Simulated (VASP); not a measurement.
# SiC (Moissanite 3C) (F-43m) in VASP: a series of runs

The runs below take SiC (Moissanite 3C) through single point, with PBE.

Everything below comes from runs of VASP 6.6.1. Logs are shortened: lines on timing, memory, paths and dates and some standing lists are left out, and cuts for length are marked.

**1. The cell of the first run**

Symmetry: F-43m, No. 216, cubic system. Conventional cell: a = 4.269 Å, b = 4.269 Å, c = 4.269 Å, α = 90.00°, β = 90.00°, γ = 90.00°. Within 2.5 Å of Si (site symmetry -43m) lie 4 C at 1.85 Å. C (site symmetry -43m) has 4 Si at 1.85 Å within 2.5 Å.

**2. Single point, PBE**

Contents of INCAR:

```
PREC     = Accurate       # precision mode
ENCUT    = 520            # plane-wave cutoff, eV
EDIFF    = 1E-7           # SCF threshold, eV
ISMEAR   = 0              # smearing method
SIGMA    = 0.01           # smearing width, eV
LREAL    = False          # projectors in reciprocal space
LASPH    = True           # aspherical terms in the spheres
NELM     = 60             # most SCF steps
ALGO     = Normal         # electronic algorithm
ISIF     = 2              # what is computed and relaxed
LWAVE    = False          # write WAVECAR
LCHARG   = False          # write CHGCAR
GGA      = PE             # functional
NBANDS   = 11             # bands
```

Contents of KPOINTS:

```
regular mesh
0
Gamma
  8 8 8
```

Contents of POSCAR:

```
SiC
1.0
    0.0000000000      2.1345181309      2.1345181309
    2.1345181309      0.0000000000      2.1345181309
    2.1345181309      2.1345181309      0.0000000000
Si C
1 1
Direct
    0.0000000000      0.0000000000      0.0000000000
    0.2500000000      0.2500000000      0.2500000000
```

Potentials or basis: VASP PAW PBE potentials, release 64 (Si, C).

Launch:

```bash
cat potpaw_PBE.64/Si/POTCAR potpaw_PBE.64/C/POTCAR > POTCAR
mpirun -np 1 vasp_std > vasp.out
```

OUTCAR:

```text
PREC = Accurate
   ENCUT = 520
   EDIFF = 1E-7
   ISMEAR = 0
   LREAL = False
   LASPH = True
   NELM = 60
   ISIF = 2
   GGA = PE

 ion  position               nearest neighbor table
   1  0.000  0.000  0.000-   2 1.85   2 1.85   2 1.85   2 1.85
   2  0.250  0.250  0.250-   1 1.85   1 1.85   1 1.85   1 1.85

  LATTYP: Found a face centered cubic cell.
 ALAT       =     4.2690362618

  Lattice vectors:

 A1 = (   0.0000000000,   2.1345181309,   2.1345181309)
 A2 = (   2.1345181309,   0.0000000000,   2.1345181309)
 A3 = (   2.1345181309,   2.1345181309,   0.0000000000)

Analysis of symmetry for initial positions (statically):
=====================================================================
 Subroutine PRICEL returns:
 Original cell was already a primitive cell.

 Routine SETGRP: Setting up the symmetry group for a
 face centered cubic supercell.

 Subroutine GETGRP returns: Found 24 space group operations
 (whereof 24 operations were pure point group operations)
 out of a pool of 48 trial point group operations.

The static configuration has the point symmetry T_d .

Analysis of symmetry for dynamics (positions and initial velocities):
=====================================================================
 Subroutine PRICEL returns:
 Original cell was already a primitive cell.

 Routine SETGRP: Setting up the symmetry group for a
 face centered cubic supercell.

 Subroutine GETGRP returns: Found 24 space group operations
 (whereof 24 operations were pure point group operations)
 out of a pool of 48 trial point group operations.

The dynamic configuration has the point symmetry T_d .

 Subroutine INISYM returns: Found 24 space group operations
 (whereof 24 operations are pure point group operations),
 and found     1 'primitive' translations

----------------------------------------------------------------------------------------

                                     Primitive cell

  volume of cell :      19.4504

  direct lattice vectors                    reciprocal lattice vectors
     0.000000000  2.134518131  2.134518131    -0.234244907  0.234244907  0.234244907
     2.134518131  0.000000000  2.134518131     0.234244907 -0.234244907  0.234244907
     2.134518131  2.134518131  0.000000000     0.234244907  0.234244907 -0.234244907

  length of vectors
     3.018664490  3.018664490  3.018664490     0.405724079  0.405724079  0.405724079

  position of ions in fractional coordinates (direct lattice)
     0.000000000  0.000000000  0.000000000
     0.250000000  0.250000000  0.250000000

  ion indices of the primitive-cell ions
   primitive index   ion index
                 1           1
                 2           2

----------------------------------------------------------------------------------------

 KPOINTS: regular mesh

Automatic generation of k-mesh.
 Grid dimensions read from file:
 generate k-points for:    8    8    8

 Generating k-lattice:

  Cartesian coordinates                     Fractional coordinates (reciprocal lattice)
    -0.029280613  0.029280613  0.029280613     0.125000000  0.000000000  0.000000000
     0.029280613 -0.029280613  0.029280613     0.000000000  0.125000000  0.000000000
     0.029280613  0.029280613 -0.029280613     0.000000000  0.000000000  0.125000000

  Length of vectors
     0.050715510  0.050715510  0.050715510

  Shift w.r.t. Gamma in fractional coordinates (k-lattice)
     0.000000000  0.000000000  0.000000000

 Subroutine IBZKPT returns following result:
 ===========================================

 Found     29 irreducible k-points:

 Following reciprocal coordinates:
            Coordinates               Weight
  0.000000  0.000000  0.000000      1.000000
  0.125000  0.000000  0.000000      8.000000
  0.250000  0.000000  0.000000      8.000000
  0.375000  0.000000  0.000000      8.000000
  0.500000  0.000000  0.000000      4.000000
  0.125000  0.125000  0.000000      6.000000
[... 16 lines left out ...]
  0.500000  0.250000  0.125000     48.000000
 -0.375000  0.250000  0.125000     24.000000
 [... further k-points ...]
   k-points           NKPTS =     29   k-points in BZ     NKDIM =     29   number of bands    NBANDS=     11
   number of dos      NEDOS =    301   number of ions     NIONS =      2
   total plane-waves  NPLWV =  13824
   dimension x,y,z NGX =    24 NGY =   24 NGZ =   24
   dimension x,y,z NGXF=    48 NGYF=   48 NGZF=   48
   ions per type =               1   1
   NGX,Y,Z   is equivalent  to a cutoff of  13.22, 13.22, 13.22 a.u.
   NGXF,Y,Z  is equivalent  to a cutoff of  26.43, 26.43, 26.43 a.u.
 SYSTEM =  unknown system
   PREC   = accura    normal or accurate (medium, high low for compatibility)
   ISTART =      0    job   : 0-new  1-cont  2-samecut
   ICHARG =      2    charge: 1-file 2-atom 10-const
   ISPIN  =      1    spin polarized calculation?
   LNONCOLLINEAR =      F non collinear calculations
   LSORBIT =      F    spin-orbit coupling
   LASPH  =      T    aspherical Exc in radial PAW
   ENCUT  =  520.0 eV  38.22 Ry    6.18 a.u.   5.61  5.61  5.61*2*pi/ulx,y,z
   NELM   =     60;   NELMIN=  2; NELMDL= -5     # of ELM steps
   EDIFF  = 0.1E-06   stopping-criterion for ELM
   LREAL  =      F    real-space projection
   EDIFFG = 0.1E-05   stopping-criterion for IOM
   NSW    =      0    number of steps for IOM
   IBRION =     -1    ionic relax: 0-MD 1-quasi-New 2-CG
   NFREE  =      0    steps in history (QN), initial steepest desc. (CG)
   ISIF   =      2    stress and relaxation
   ISYM   =      2    0-nonsym 1-usesym 2-fastsym
   POTIM  = 0.5000    time-step for ionic-motion
   TEBEG  =    0.0;   TEEND  =   0.0 temperature during run
   PSTRESS=    0.0 pullay stress
   NELECT =       8.0000    total number of electrons
   NUPDOWN=      -1.0000    fix difference up-down
   EMIN   =  10.00;   EMAX   =-10.00  energy-range for DOS
   EFERMI =   0.00;   METHOD = LEGACY
   ISMEAR =     0;   SIGMA  =   0.01  broadening in eV -4-tet -1-fermi 0-gaus
   EFERMI_NEDOS =   21; number of points for ismear=-14 and -15
   IALGO  =     38    algorithm
   IMIX   =      4    mixing-type and parameters
     AMIX     =   0.40;   BMIX     =  1.00
     AMIX_MAG =   1.60;   BMIX_MAG =  1.00
  volume/ion in A,a.u.               =       9.73        65.63
  Fermi-wavevector in a.u.,A,eV,Ry     =   1.217479  2.300703 20.167321  1.482256
  Thomas-Fermi vector in A             =   2.352798
   LORBIT       =      0    0 simple, 1 ext, 2 COOP (PROOUT), +10 PAW based schemes
   GGA     = PE    functional components
   LHFCALC =     F    Hartree Fock is set to
   AEXX    =    0.0000 exact exchange contribution
   IVDW    =     0    specifies the selected vdW correction
   LEPSILON=     F    determine dielectric tensor
   LRPA    =     F    only Hartree local field effects (RPA)
 non-spin polarized calculation
 Gauss-broadening in eV      SIGMA  =   0.01
  energy-cutoff  :      520.00
  volume of cell :       19.45
 maximum number of plane-waves:       544
 NGX is ok and might be reduce to    24
   NGX = 11   NGY = 11   NGZ = 11

 number of electron       7.9999999 magnetization

 Free energy of the ion-electron system (eV)
  ---------------------------------------------------
  ext. energy  EPLUGINS =         0.00000000
  ---------------------------------------------------
  free energy    TOTEN  =       -14.97361266 eV

  energy without entropy =      -14.97361266  energy(sigma->0) =      -14.97361266

 E-fermi :   8.9820     XC(G=0): -11.6282

 val. band max:        8.8172585674   @ k =   0.0000   0.0000   0.0000
 cond. band min:      10.1131264273   @ k =   0.5000   0.5000   0.0000
 fundamental gap:      1.2958678599
 Fermi energy:         8.9819539491

 k-point     1 :       0.0000    0.0000    0.0000
  band No.  band energies     occupation
      1      -7.0804      2.00000
      2       8.8173      2.00000
      3       8.8173      2.00000
      4       8.8173      2.00000
      5      15.7811      0.00000
      6      16.5680      0.00000
      7      16.5680      0.00000
      8      16.5680      0.00000
      9      23.6924      0.00000
     10      23.6924      0.00000
     11      26.2781      0.00000

 k-point     2 :       0.1250    0.0000    0.0000
  band No.  band energies     occupation
      1      -6.7604      2.00000
      2       7.3145      2.00000
      3       8.6144      2.00000
      4       8.6144      2.00000
      5      15.8781      0.00000
      6      16.9304      0.00000
      7      16.9304      0.00000
      8      17.2279      0.00000
      9      22.4069      0.00000
     10      22.4069      0.00000
     11      25.3872      0.00000

 k-point     3 :       0.2500    0.0000    0.0000
  band No.  band energies     occupation
      1      -5.8229      2.00000
      2       4.4144      2.00000
      3       8.2049      2.00000
      4       8.2049      2.00000
      5      15.3605      0.00000
      6      17.1214      0.00000
      7      17.1214      0.00000
      8      18.7286      0.00000
      9      22.2818      0.00000
     10      22.2818      0.00000
     11      24.5214      0.00000

 k-point     4 :       0.3750    0.0000    0.0000
  band No.  band energies     occupation
      1      -4.3865      2.00000
      2       1.5493      2.00000
      3       7.8738      2.00000
      4       7.8738      2.00000
      5      14.9573      0.00000
      6      16.5880      0.00000
      7      16.5880      0.00000
      8      19.2468      0.00000
      9      24.4434      0.00000
     10      24.4434      0.00000
     11      25.0749      0.00000

 k-point     5 :       0.5000    0.0000    0.0000
  band No.  band energies     occupation
      1      -3.2781      2.00000
      2      -0.0651      2.00000
      3       7.7535      2.00000
      4       7.7535      2.00000
      5      14.8215      0.00000
      6      16.2988      0.00000
      7      16.2988      0.00000
      8      19.2168      0.00000
      9      25.7919      0.00000
     10      26.7090      0.00000
     11      26.7090      0.00000
[... 211 lines left out ...]
 k-point    21 :       0.5000    0.5000    0.0000
  band No.  band energies     occupation
      1      -1.7636      2.00000
      2       0.8203      2.00000
      3       5.5130      2.00000
      4       5.5130      2.00000
      5      10.1131      0.00000
      6      13.3603      0.00000
      7      23.5857      0.00000
      8      23.5857      0.00000
      9      24.4572      0.00000
     10      29.5895      0.00000
     11      31.9213      0.00000

 k-point    22 :       0.3750    0.2500    0.1250
  band No.  band energies     occupation
      1      -5.0078      2.00000
      2       4.2590      2.00000
      3       5.8575      2.00000
      4       7.5217      2.00000
      5      14.3964      0.00000
      6      16.8456      0.00000
      7      17.7899      0.00000
      8      19.4225      0.00000
      9      21.5808      0.00000
     10      25.3888      0.00000
     11      28.8954      0.00000

 k-point    23 :       0.5000    0.2500    0.1250
  band No.  band energies     occupation
      1      -3.6262      2.00000
      2       2.1217      2.00000
      3       5.1131      2.00000
      4       6.8343      2.00000
      5      14.2684      0.00000
      6      16.8514      0.00000
      7      18.5173      0.00000
      8      19.7831      0.00000
      9      22.7926      0.00000
     10      25.9596      0.00000
     11      28.9020      0.00000

 k-point    24 :      -0.3750    0.2500    0.1250
  band No.  band energies     occupation
      1      -2.5973      2.00000
      2       0.7042      2.00000
      3       5.0132      2.00000
      4       6.4730      2.00000
      5      14.1932      0.00000
      6      16.5316      0.00000
      7      19.4746      0.00000
      8      20.3786      0.00000
      9      22.8693      0.00000
     10      25.6102      0.00000
     11      28.9090      0.00000

 [... further k-points ...]
[... 5 lines left out ...]
  --------------------------------------------------------------------------------------
  -------------------------------------------------------------------------------------
  Total        2.2920775      2.2920775      2.2920775      0.0000000      0.0000000     -0.0000000
  in kB      188.8036290    188.8036290    188.8036290      0.0000000      0.0000000     -0.0000000
  external PRESSURE =     188.8036290 kB  Pullay stress =       0.0000000 kB

 VOLUME and BASIS-vectors are now :
 -----------------------------------------------------------------------------
  energy-cutoff  :      520.00
  volume of cell :       19.45
      direct lattice vectors                 reciprocal lattice vectors
     0.000000000  2.134518131  2.134518131    -0.234244907  0.234244907  0.234244907
     2.134518131  0.000000000  2.134518131     0.234244907 -0.234244907  0.234244907
     2.134518131  2.134518131  0.000000000     0.234244907  0.234244907 -0.234244907

 POSITION                                       TOTAL-FORCE (eV/Angst)
 -----------------------------------------------------------------------------------
      0.00000      0.00000      0.00000         0.000000     -0.000000      0.000000
      1.06726      1.06726      1.06726        -0.000000      0.000000     -0.000000
 -----------------------------------------------------------------------------------
    total drift:                                0.000000      0.000000      0.000000

  FREE ENERGIE OF THE ION-ELECTRON SYSTEM (eV)
  ---------------------------------------------------
  free  energy   TOTEN  =       -14.9736126553 eV

  energy  without entropy=      -14.9736126553  energy(sigma->0) =      -14.97361266
```

Run time: 2.5 s. Hardware: 1 thread of Intel Xeon 6975P-C (Granite Rapids), shared host; peak memory 0.13 GiB.

What came out:

```yaml
Free_energy: -14.9736 eV
Pressure: 18.9 GPa
Band_gap_on_the_k_mesh: 1.30 eV, indirect (least direct gap 4.60 eV)
```

(Continued in part 2 of 2.)
